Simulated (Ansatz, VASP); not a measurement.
**Sc: VASP beside Ansatz**

```
Sc
1.0
     0.00000    2.30149    2.30149
     2.30149    0.00000    2.30149
     2.30149    2.30149    0.00000
Sc
1
Direct
  0.00000 0.00000 0.00000
```

Alike in both runs: task relaxation of cell and atoms; functional PBEsol; k mesh 16 × 16 × 16; occupations gaussian, width 0.1 eV; no spin polarisation.

|  | VASP | Ansatz |
| --- | --- | --- |
| version | VASP 6.6.1 | Ansatz 0.2.0 |
| potentials or method | VASP PAW PBE potentials, release 64 (Sc_sv), cutoff 600 eV | scalar-relativistic, plane waves, PAW |
| valence electrons in the cell | 11 | 11 |

|  | VASP | Ansatz | Ansatz less VASP |
| --- | --- | --- | --- |
| gap on the k mesh at the Fermi level, each at its own relaxed structure (eV) | none | none | - |
| relaxed volume (Å³/atom) | 23.61 | 23.58 | -0.026 |
| relaxed cell length with the largest relative difference (Å) | 3.220 | 3.219 | -0.0012 |

VASP's potentials were made for PBE, not for PBEsol. A gap of «none» marks a metal or a gap that the smearing closes.
